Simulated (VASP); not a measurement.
# Ag in VASP: further runs, part 2 of 2

VASP 6.6.1. Earlier steps stand in the parts before.

### 3 Electric field gradients, PBEsol (shortest bond scaled by 0.94)

Contents of INCAR:

```
  ALGO = Normal
  EDIFF = 1E-8
  ENCUT = 520
  GGA = PS
  ISIF = 2
  ISMEAR = -1
  LASPH = True
  LCHARG = False
  LEFG = True
  LREAL = False
  LWAVE = False
  NBANDS = 18
  NELM = 100
  PREC = Accurate
  SIGMA = 0.05
```

Contents of KPOINTS:

```
k-points
0
Gamma
  9 9 9
```

Contents of POSCAR:

```
Ag
1.0
    0.0000000000      2.8140871700      2.8140871700
    2.8140871700      0.0000000000      2.8140871700
    2.8140871700      2.8140871700      0.0000000000
Ag
2
Direct
   -0.1475000000     -0.1175000000     -0.1175000000
    0.1475000000      0.1175000000      0.1175000000
```

Potentials or basis: VASP PAW PBE potentials, release 64 (Ag).

Command:

```bash
cat potpaw_PBE.64/Ag/POTCAR > POTCAR
mpirun -np 1 vasp_std > vasp.out
```

OUTCAR:

```text
EDIFF = 1E-8
   ENCUT = 520
   GGA = PS
   ISIF = 2
   ISMEAR = -1
   LASPH = True
   LREAL = False
   NELM = 100
   PREC = Accurate

 ion  position               nearest neighbor table
   1  0.852  0.883  0.883-   2 2.29   2 2.49   2 2.49   2 2.49
   2  0.148  0.117  0.117-   1 2.29   1 2.49   1 2.49   1 2.49

  LATTYP: Found a face centered cubic cell.
 ALAT       =     5.6281743400

  Lattice vectors:

 A1 = (   0.0000000000,   2.8140871700,   2.8140871700)
 A2 = (   2.8140871700,   0.0000000000,   2.8140871700)
 A3 = (   2.8140871700,   2.8140871700,   0.0000000000)

Analysis of symmetry for initial positions (statically):
=====================================================================
 Subroutine PRICEL returns:
 Original cell was already a primitive cell.

 Routine SETGRP: Setting up the symmetry group for a
 face centered cubic supercell.

 Subroutine GETGRP returns: Found 12 space group operations
 (whereof  4 operations were pure point group operations)
 out of a pool of 48 trial point group operations.

The static configuration has the point symmetry C_2h.
 The point group associated with its full space group is D_3d.

Analysis of symmetry for dynamics (positions and initial velocities):
=====================================================================
 Subroutine PRICEL returns:
 Original cell was already a primitive cell.

 Routine SETGRP: Setting up the symmetry group for a
 face centered cubic supercell.

 Subroutine GETGRP returns: Found 12 space group operations
 (whereof  4 operations were pure point group operations)
 out of a pool of 48 trial point group operations.

The dynamic configuration has the point symmetry C_2h.
 The point group associated with its full space group is D_3d.

 Subroutine INISYM returns: Found 12 space group operations
 (whereof  4 operations are pure point group operations),
 and found     1 'primitive' translations

----------------------------------------------------------------------------------------

                                     Primitive cell

  volume of cell :      44.5700

  direct lattice vectors                    reciprocal lattice vectors
     0.000000000  2.814087170  2.814087170    -0.177677510  0.177677510  0.177677510
     2.814087170  0.000000000  2.814087170     0.177677510 -0.177677510  0.177677510
     2.814087170  2.814087170  0.000000000     0.177677510  0.177677510 -0.177677510

  length of vectors
     3.979720242  3.979720242  3.979720242     0.307746474  0.307746474  0.307746474

  position of ions in fractional coordinates (direct lattice)
     0.852500000  0.882500000  0.882500000
     0.147500000  0.117500000  0.117500000

  ion indices of the primitive-cell ions
   primitive index   ion index
                 1           1
                 2           2

----------------------------------------------------------------------------------------

 KPOINTS: k-points
[... 68 lines left out ...]
   EDIFF  = 0.1E-07   stopping-criterion for ELM
   LREAL  =      F    real-space projection
   EDIFFG = 0.1E-06   stopping-criterion for IOM
   NSW    =      0    number of steps for IOM
   IBRION =     -1    ionic relax: 0-MD 1-quasi-New 2-CG
   NFREE  =      0    steps in history (QN), initial steepest desc. (CG)
   ISIF   =      2    stress and relaxation
   ISYM   =      2    0-nonsym 1-usesym 2-fastsym
   POTIM  = 0.5000    time-step for ionic-motion
   TEBEG  =    0.0;   TEEND  =   0.0 temperature during run
   PSTRESS=    0.0 pullay stress
   NELECT =      22.0000    total number of electrons
   NUPDOWN=      -1.0000    fix difference up-down
   EMIN   =  10.00;   EMAX   =-10.00  energy-range for DOS
   EFERMI =   0.00;   METHOD = LEGACY
   ISMEAR =    -1;   SIGMA  =   0.05  broadening in eV -4-tet -1-fermi 0-gaus
   EFERMI_NEDOS =   21; number of points for ismear=-14 and -15
   IALGO  =     38    algorithm
   IMIX   =      4    mixing-type and parameters
     AMIX     =   0.40;   BMIX     =  1.00
     AMIX_MAG =   1.60;   BMIX_MAG =  1.00
  volume/ion in A,a.u.               =      22.29       150.39
  Fermi-wavevector in a.u.,A,eV,Ry     =   1.293803  2.444933 22.775151  1.673926
  Thomas-Fermi vector in A             =   2.425426
   LORBIT       =      0    0 simple, 1 ext, 2 COOP (PROOUT), +10 PAW based schemes
   GGA     = PS    functional components
   LHFCALC =     F    Hartree Fock is set to
   AEXX    =    0.0000 exact exchange contribution
   IVDW    =     0    specifies the selected vdW correction
   LEPSILON=     F    determine dielectric tensor
   LRPA    =     F    only Hartree local field effects (RPA)
 non-spin polarized calculation
  energy-cutoff  :      520.00
  volume of cell :       44.57
 maximum number of plane-waves:      1243
 NGX is ok and might be reduce to    30
   NGX = 15   NGY = 15   NGZ = 15

 number of electron      21.9999992 magnetization

 Free energy of the ion-electron system (eV)
  ---------------------------------------------------
  ext. energy  EPLUGINS =         0.00000000
  ---------------------------------------------------
  free energy    TOTEN  =        -4.09621997 eV

  energy without entropy =       -4.09263226  energy(sigma->0) =       -4.09442611

 E-fermi :   5.0743     XC(G=0): -10.5857

 val. band max:        5.0493538932   @ k =   0.2222   0.0000  -0.4444
 cond. band min:       5.0838665086   @ k =  -0.3333   0.4444   0.2222
 fundamental gap:      0.0345126154
 Fermi energy:         5.0742789405

 k-point     1 :       0.0000    0.0000    0.0000
  band No.  band energies     occupation
      1      -1.0891      2.00000
      2      -0.5088      2.00000
      3      -0.5073      2.00000
      4      -0.5073      2.00000
      5      -0.3369      2.00000
      6      -0.3369      2.00000
[... 481 lines left out ...]
      5      -0.0749      2.00000
      6       0.3301      2.00000
[... 10 lines left out ...]
     17      17.4449      0.00000
     18      19.0476      0.00000

 [... further k-points ...]
[... 5 lines left out ...]
  --------------------------------------------------------------------------------------
  -------------------------------------------------------------------------------------
  Total        4.7197588      4.7197588      4.7197588     -2.0604827      2.0604827     -2.0604827
  in kB      169.6632374    169.6632374    169.6632374    -74.0690760     74.0690760    -74.0690760
  external PRESSURE =     169.6632374 kB  Pullay stress =       0.0000000 kB

 VOLUME and BASIS-vectors are now :
 -----------------------------------------------------------------------------
  energy-cutoff  :      520.00
  volume of cell :       44.57
      direct lattice vectors                 reciprocal lattice vectors
     0.000000000  2.814087170  2.814087170    -0.177677510  0.177677510  0.177677510
     2.814087170  0.000000000  2.814087170     0.177677510 -0.177677510  0.177677510
     2.814087170  2.814087170  0.000000000     0.177677510  0.177677510 -0.177677510

 POSITION                                       TOTAL-FORCE (eV/Angst)
 -----------------------------------------------------------------------------------
      4.96686      4.88244      4.88244        -1.379053      1.379053      1.379053
      0.66131      0.74573      0.74573         1.379053     -1.379053     -1.379053
 -----------------------------------------------------------------------------------
    total drift:                               -0.000000     -0.000000     -0.000000

  FREE ENERGIE OF THE ION-ELECTRON SYSTEM (eV)
  ---------------------------------------------------
  free  energy   TOTEN  =        -4.0962199715 eV

  energy  without entropy=       -4.0926322579  energy(sigma->0) =       -4.09442611

 Electric field gradients (V/A^2)
---------------------------------------------------------------------
 ion       V_xx      V_yy      V_zz      V_xy      V_xz      V_yz
---------------------------------------------------------------------
   1      -0.000     0.000     0.000    15.539    15.539   -15.538
   2      -0.000     0.000     0.000    15.539    15.539   -15.538
---------------------------------------------------------------------

 Electric field gradients after diagonalization (V/A^2)
 (convention: |V_zz| > |V_xx| > |V_yy|)
----------------------------------------------------------------------
 ion       V_xx      V_yy      V_zz     asymmetry (V_yy - V_xx)/ V_zz
----------------------------------------------------------------------
   1      15.540    15.538   -31.077       0.000
   2      15.540    15.538   -31.077       0.000
----------------------------------------------------------------------

           NMR quadrupolar parameters

 Cq : quadrupolar parameter    Cq=e*Q*V_zz/h
 eta: asymmetry parameters     (V_yy - V_xx)/ V_zz
 Q  : nuclear electric quadrupole moment in mb (millibarn)
----------------------------------------------------------------------
 ion       Cq(MHz)       eta       Q (mb)
----------------------------------------------------------------------
   1      -0.075       0.000       1.000
   2      -0.075       0.000       1.000
----------------------------------------------------------------------
```

Run time: 60 s. Hardware: 1 thread of Intel Xeon Platinum 8259CL at 2.50GHz (Skylake/Cascade Lake), shared host; peak memory 0.2 GiB.

Results:

```yaml
Free_energy: -4.0962 eV
Pressure: 17.0 GPa
Largest_force: 2.389 eV/Å
Band_gap_on_the_k_mesh: zero (band 11 reaches 5.57 eV, above the bottom of band 12 at 4.60 eV)
```

Forces on the atoms (eV/Å):
```
Ag  -1.379  1.379  1.379
Ag   1.379 -1.379 -1.379
```

Electric field gradients, principal values (V/Å²):
```
atom   least  middle  greatest (by size)
1 Ag  15.538  15.540             -31.077
2 Ag  15.538  15.540             -31.077
```

Caveat: the cell differs from its parent crystal (shortest bond scaled by 0.94); without QUAD_EFG the Cq values of the log hold for a quadrupole moment of 1 mb, not for the nuclei; the PAW data sets were made with another functional, which shifts forces and pressure a little.
